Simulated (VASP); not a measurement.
# Ga (C2/c) in VASP: a series of runs

Runs on Ga. Level: revPBE. Tasks: single point.

All numbers are computed with VASP 6.6.1; they aren't measurements. Logs are shortened: lines on timing, memory, paths and dates and some standing lists are left out, and cuts for length are marked.

### 1 The cell of the first run

It takes space group C2/c (No. 15, monoclinic). The conventional cell has a = 2.716 Å, b = 6.655 Å, c = 3.950 Å, α = 90.00°, β = 99.43°, γ = 90.00°. Ga (site symmetry 2) has 14 Ga at 2.68 to 3.59 Å within 3.6 Å.

### 2 Single point, revPBE (17.61 Å³/atom)

INCAR

```
  ALGO = Normal
  EDIFF = 1E-6
  ENCUT = 520
  GGA = RE
  ISIF = 2
  ISMEAR = -1
  LASPH = T
  LCHARG = T
  LELF = T
  LREAL = F
  LVHAR = T
  LWAVE = F
  NBANDS = 20
  NELM = 80
  PREC = Accurate
  SIGMA = 0.1
```

KPOINTS

```
k-points
0
Gamma
  15 15 9
```

POSCAR

```
Ga
1.0
   -2.4445053640      2.2611756874      1.3519688409
    2.2611756874     -2.4445053640      1.3519688409
    2.8822526698      2.8822526698     -1.6877374794
Ga
2
Direct
    0.9892656099      0.0107343901      0.0000000000
    0.7607343901      0.2392656099      0.5000000000
```

Potentials or basis: VASP PAW PBE potentials, release 64 (Ga_d).

Started as:

```console
cat potpaw_PBE.64/Ga_d/POTCAR > POTCAR
mpirun -np 1 vasp_std > vasp.out
```

OUTCAR:

```text
EDIFF = 1E-6
   ENCUT = 520
   GGA = RE
   ISIF = 2
   ISMEAR = -1
   LASPH = T
   LREAL = F
   NELM = 80
   PREC = Accurate

 ion  position               nearest neighbor table
   1  0.989  0.011  0.000-   2 2.68   2 2.68   2 2.68   2 2.68
   2  0.761  0.239  0.500-   1 2.68   1 2.68   1 2.68   1 2.68

  Warning from LATTYP: Got some problem with cell dimensions!
  Tried to take original basis but could not verify dimensions!
  LATTYP: Found a base centered monoclinic cell.
 ALAT       =     2.7163391776
 B/A-ratio  =     2.4499289404
 C/A-ratio  =     1.4540946856
 COS(beta)  =    -0.1638690319

  Lattice vectors:

 A1 = (   2.4445053640,  -2.2611756874,  -1.3519688409)
 A2 = (  -2.2611756874,   2.4445053640,  -1.3519688409)
 A3 = (   2.6989229932,   2.6989229932,   1.0162002024)

Analysis of symmetry for initial positions (statically):
=====================================================================
 Subroutine PRICEL returns:
 Original cell was already a primitive cell.

 Routine SETGRP: Setting up the symmetry group for a
 base centered monoclinic supercell.

 Subroutine GETGRP returns: Found  4 space group operations
 (whereof  2 operations were pure point group operations)
 out of a pool of  4 trial point group operations.

The static configuration has the point symmetry C_2 .
 The point group associated with its full space group is C_2h.

Analysis of symmetry for dynamics (positions and initial velocities):
=====================================================================
 Subroutine PRICEL returns:
 Original cell was already a primitive cell.

 Routine SETGRP: Setting up the symmetry group for a
 base centered monoclinic supercell.

 Subroutine GETGRP returns: Found  4 space group operations
 (whereof  2 operations were pure point group operations)
 out of a pool of  4 trial point group operations.

The dynamic configuration has the point symmetry C_2 .
 The point group associated with its full space group is C_2h.

 Subroutine INISYM returns: Found  4 space group operations
 (whereof  2 operations are pure point group operations),
 and found     1 'primitive' translations

----------------------------------------------------------------------------------------

                                     Primitive cell

  volume of cell :      35.2174

  direct lattice vectors                    reciprocal lattice vectors
    -2.444505364  2.261175687  1.351968841     0.006501544  0.219010634  0.385120960
     2.261175687 -2.444505364  1.351968841     0.219010634  0.006501544  0.385120960
     2.882252670  2.882252670 -1.687737479     0.180647430  0.180647430  0.024496153

  length of vectors
     3.593931233  3.593931233  4.411713806     0.443086991  0.443086991  0.256645766

  position of ions in fractional coordinates (direct lattice)
     0.989265610  0.010734390  0.000000000
     0.760734390  0.239265610  0.500000000

  ion indices of the primitive-cell ions
   primitive index   ion index
                 1           1
                 2           2

----------------------------------------------------------------------------------------

 KPOINTS: k-points

Automatic generation of k-mesh.
 Grid dimensions read from file:
 generate k-points for:   15   15    9

 Generating k-lattice:

  Cartesian coordinates                     Fractional coordinates (reciprocal lattice)
     0.000433436  0.014600709  0.025674731     0.066666667  0.000000000  0.000000000
     0.014600709  0.000433436  0.025674731     0.000000000  0.066666667  0.000000000
     0.020071937  0.020071937  0.002721795    -0.000000000 -0.000000000  0.111111111

  Length of vectors
     0.029539133  0.029539133  0.028516196

  Shift w.r.t. Gamma in fractional coordinates (k-lattice)
     0.000000000  0.000000000  0.000000000

 Subroutine IBZKPT returns following result:
 ===========================================

 Found    544 irreducible k-points:

 Following reciprocal coordinates:
            Coordinates               Weight
  0.000000  0.000000  0.000000      1.000000
  0.066667  0.000000  0.000000      4.000000
  0.133333 -0.000000  0.000000      4.000000
  0.200000 -0.000000 -0.000000      4.000000
  0.266667 -0.000000  0.000000      4.000000
  0.333333  0.000000 -0.000000      4.000000
[... 16 lines left out ...]
  0.133333  0.133333  0.000000      2.000000
  0.200000  0.133333 -0.000000      4.000000
 [... further k-points ...]
   k-points           NKPTS =    544   k-points in BZ     NKDIM =    544   number of bands    NBANDS=     20
   number of dos      NEDOS =    301   number of ions     NIONS =      2
   total plane-waves  NPLWV =  28224
   dimension x,y,z NGX =    28 NGY =   28 NGZ =   36
   dimension x,y,z NGXF=    56 NGYF=   56 NGZF=   72
   ions per type =               2
   NGX,Y,Z   is equivalent  to a cutoff of  12.95, 12.95, 13.57 a.u.
   NGXF,Y,Z  is equivalent  to a cutoff of  25.90, 25.90, 27.13 a.u.
 SYSTEM =  unknown system
   PREC   = accura    normal or accurate (medium, high low for compatibility)
   ISTART =      0    job   : 0-new  1-cont  2-samecut
   ICHARG =      2    charge: 1-file 2-atom 10-const
   ISPIN  =      1    spin polarized calculation?
   LNONCOLLINEAR =      F non collinear calculations
   LSORBIT =      F    spin-orbit coupling
   LASPH  =      T    aspherical Exc in radial PAW
   ENCUT  =  520.0 eV  38.22 Ry    6.18 a.u.   6.68  6.68  8.20*2*pi/ulx,y,z
   NELM   =     80;   NELMIN=  2; NELMDL= -5     # of ELM steps
   EDIFF  = 0.1E-05   stopping-criterion for ELM
   LREAL  =      F    real-space projection
   EDIFFG = 0.1E-04   stopping-criterion for IOM
   NSW    =      0    number of steps for IOM
   IBRION =     -1    ionic relax: 0-MD 1-quasi-New 2-CG
   NFREE  =      0    steps in history (QN), initial steepest desc. (CG)
   ISIF   =      2    stress and relaxation
   ISYM   =      2    0-nonsym 1-usesym 2-fastsym
   POTIM  = 0.5000    time-step for ionic-motion
   TEBEG  =    0.0;   TEEND  =   0.0 temperature during run
   PSTRESS=    0.0 pullay stress
   NELECT =      26.0000    total number of electrons
   NUPDOWN=      -1.0000    fix difference up-down
   EMIN   =  10.00;   EMAX   =-10.00  energy-range for DOS
   EFERMI =   0.00;   METHOD = LEGACY
   ISMEAR =    -1;   SIGMA  =   0.10  broadening in eV -4-tet -1-fermi 0-gaus
   EFERMI_NEDOS =   21; number of points for ismear=-14 and -15
   IALGO  =     38    algorithm
   IMIX   =      4    mixing-type and parameters
     AMIX     =   0.40;   BMIX     =  1.00
     AMIX_MAG =   1.60;   BMIX_MAG =  1.00
  volume/ion in A,a.u.               =      17.61       118.83
  Fermi-wavevector in a.u.,A,eV,Ry     =   1.479609  2.796055 29.786437  2.189241
  Thomas-Fermi vector in A             =   2.593745
   LORBIT       =      0    0 simple, 1 ext, 2 COOP (PROOUT), +10 PAW based schemes
   GGA     = RE    functional components
   LHFCALC =     F    Hartree Fock is set to
   AEXX    =    0.0000 exact exchange contribution
   IVDW    =     0    specifies the selected vdW correction
   LEPSILON=     F    determine dielectric tensor
   LRPA    =     F    only Hartree local field effects (RPA)
 non-spin polarized calculation
  energy-cutoff  :      520.00
  volume of cell :       35.22
 maximum number of plane-waves:       963
   NGX = 13   NGY = 13   NGZ = 17

 number of electron      26.0000003 magnetization

 Free energy of the ion-electron system (eV)
  ---------------------------------------------------
  ext. energy  EPLUGINS =         0.00000000
  ---------------------------------------------------
  free energy    TOTEN  =        -5.06077176 eV

  energy without entropy =       -5.03710744  energy(sigma->0) =       -5.04893960

 E-fermi :   6.2205     XC(G=0): -11.2227

 val. band max:        6.2171021248   @ k =  -0.0667  -0.2667   0.4444
 cond. band min:       6.2340870570   @ k =   0.2667   0.0667   0.4444
 fundamental gap:      0.0169849321
 Fermi energy:         6.2204616694

 k-point     1 :       0.0000    0.0000    0.0000
  band No.  band energies     occupation
      1      -9.0265      2.00000
      2      -8.9681      2.00000
      3      -8.9588      2.00000
      4      -8.9460      2.00000
      5      -8.6378      2.00000
      6      -8.6321      2.00000
[... 12 lines left out ...]
     19      18.4515      0.00000
     20      20.0073      0.00000

 k-point     2 :       0.0667    0.0000    0.0000
  band No.  band energies     occupation
      1      -9.0265      2.00000
      2      -8.9578      2.00000
      3      -8.9415      2.00000
      4      -8.9235      2.00000
      5      -8.6617      2.00000
      6      -8.6500      2.00000
[... 12 lines left out ...]
     19      17.4329      0.00000
     20      20.5240      0.00000

 k-point     3 :       0.1333   -0.0000    0.0000
  band No.  band energies     occupation
      1      -9.0165      2.00000
      2      -8.9329      2.00000
      3      -8.9022      2.00000
      4      -8.8614      2.00000
      5      -8.7038      2.00000
      6      -8.6842      2.00000
[... 12 lines left out ...]
     19      17.4189      0.00000
     20      18.6808      0.00000

 k-point     4 :       0.2000   -0.0000   -0.0000
  band No.  band energies     occupation
      1      -8.9941      2.00000
      2      -8.8988      2.00000
      3      -8.8600      2.00000
      4      -8.7935      2.00000
      5      -8.7316      2.00000
      6      -8.7213      2.00000
[... 12 lines left out ...]
     19      16.5255      0.00000
     20      17.0234      0.00000

 k-point     5 :       0.2667   -0.0000    0.0000
  band No.  band energies     occupation
      1      -8.9688      2.00000
      2      -8.8757      2.00000
      3      -8.8456      2.00000
      4      -8.7903      2.00000
      5      -8.7388      2.00000
      6      -8.6930      2.00000
[... 12 lines left out ...]
     19      15.5788      0.00000
     20      16.1065      0.00000
[... 353 lines left out ...]
      6      -8.6432      2.00000
[... 12 lines left out ...]
     19      17.9942      0.00000
     20      21.0303      0.00000

 k-point    22 :      -0.0667    0.0667    0.0000
  band No.  band energies     occupation
      1      -9.0225      2.00000
      2      -8.9745      2.00000
      3      -8.9603      2.00000
      4      -8.9337      2.00000
      5      -8.6424      2.00000
      6      -8.6354      2.00000
[... 12 lines left out ...]
     19      18.8686      0.00000
     20      20.3141      0.00000

 k-point    23 :       0.1333    0.1333    0.0000
  band No.  band energies     occupation
      1      -8.9755      2.00000
      2      -8.8667      2.00000
      3      -8.8530      2.00000
      4      -8.7987      2.00000
      5      -8.7373      2.00000
      6      -8.6984      2.00000
[... 12 lines left out ...]
     19      13.8591      0.00000
     20      16.9251      0.00000

 k-point    24 :       0.2000    0.1333   -0.0000
  band No.  band energies     occupation
      1      -8.9575      2.00000
      2      -8.8900      2.00000
      3      -8.8350      2.00000
      4      -8.8216      2.00000
      5      -8.7130      2.00000
      6      -8.7050      2.00000
[... 12 lines left out ...]
     19      15.0937      0.00000
     20      16.3218      0.00000

 [... further k-points ...]
[... 5 lines left out ...]
  --------------------------------------------------------------------------------------
  -------------------------------------------------------------------------------------
  Total        1.7555485      1.7555485      1.7220457      0.0454092      0.0270824      0.0270825
  in kB       79.8667543     79.8667543     78.3425788      2.0658440      1.2320845      1.2320884
  external PRESSURE =      79.3586958 kB  Pullay stress =       0.0000000 kB

 VOLUME and BASIS-vectors are now :
 -----------------------------------------------------------------------------
  energy-cutoff  :      520.00
  volume of cell :       35.22
      direct lattice vectors                 reciprocal lattice vectors
    -2.444505364  2.261175687  1.351968841     0.006501544  0.219010634  0.385120960
     2.261175687 -2.444505364  1.351968841     0.219010634  0.006501544  0.385120960
     2.882252670  2.882252670 -1.687737479     0.180647430  0.180647430  0.024496153

 POSITION                                       TOTAL-FORCE (eV/Angst)
 -----------------------------------------------------------------------------------
     -2.39399      2.21066      1.35197        -0.004772      0.004772     -0.000000
      0.12253      2.57639      0.50810         0.004772     -0.004772      0.000000
 -----------------------------------------------------------------------------------
    total drift:                                0.000000      0.000000     -0.000000

  FREE ENERGIE OF THE ION-ELECTRON SYSTEM (eV)
  ---------------------------------------------------
  free  energy   TOTEN  =        -5.0607717606 eV

  energy  without entropy=       -5.0371074352  energy(sigma->0) =       -5.04893960
```

It took 3.3 min on 1 thread of AMD EPYC 9R45 (Zen 5), shared host; peak memory 0.38 GiB.

What came out:

* Free energy: -5.0608 eV
* Pressure: 7.9 GPa
* Largest force: 0.007 eV/Å
* Band gap on the k mesh: zero (bands 13 and 14 overlap by 8.62 eV)

Forces on the atoms (eV/Å):
```
Ga  -0.005  0.005  0.000
Ga   0.005 -0.005  0.000
```

Stress tensor (GPa, compression positive):
```
7.99 0.21 0.12
0.21 7.99 0.12
0.12 0.12 7.83
```

Caveat: the cell stands under pressure; the PAW data sets were made with another functional, which shifts forces and pressure a little.

### 3 Single point, revPBE (18.41 Å³/atom)

This run uses another cell than the first one, of 18.41 Å³/atom.

INCAR

```
PREC = Accurate
ENCUT = 520
EDIFF = 1E-6
ISMEAR = -1
SIGMA = 0.1
LREAL = F
LASPH = T
NELM = 60
ALGO = Normal
ISIF = 2
LWAVE = F
LCHARG = F
GGA = RE
NBANDS = 20
```

KPOINTS

```
Automatic mesh
0
Gamma
  15 15 9
```

POSCAR

```
Ga
1.0
   -2.4809958985      2.2949295546      1.3721504557
    2.2949295546     -2.4809958985      1.3721504557
    2.9252777095      2.9252777095     -1.7129313054
Ga
2
Direct
    0.9892656099      0.0107343901      0.0000000000
    0.7607343901      0.2392656099      0.5000000000
```

Potentials or basis: VASP PAW PBE potentials, release 64 (Ga_d).

Started as:

```console
cat potpaw_PBE.64/Ga_d/POTCAR > POTCAR
mpirun -np 1 vasp_std > vasp.out
```

It took 3.4 min on 1 thread of AMD EPYC 9R45 (Zen 5), shared host; peak memory 0.39 GiB.

The run converged. Its results:

| Quantity | Value |
| --- | --- |
| Free energy | -5.1247 eV |
| Pressure | 4.9 GPa |
| Largest force | 0.005 eV/Å |
| Band gap on the k mesh | zero (bands 13 and 14 overlap by 8.26 eV) |

Forces in eV/Å, atoms in the order of the input:
```
Ga  -0.003  0.003  0.000
Ga   0.003 -0.003  0.000
```

Stress tensor (GPa, compression positive):
```
4.96 0.20 0.08
0.20 4.96 0.08
0.08 0.08 4.68
```

Levels at points of the mesh, in eV from the Fermi level:
| k point | band 11 | band 12 | band 13 | band 14 | band 15 | band 16 |
| --- | --- | --- | --- | --- | --- | --- |
| (0.00, 0.00, 0.00) | -11.23 | -1.86 | -1.27 | 1.27 | 5.03 | 10.18 |

Caveat: the cell stands under pressure; the PAW data sets were made with another functional, which shifts forces and pressure a little.
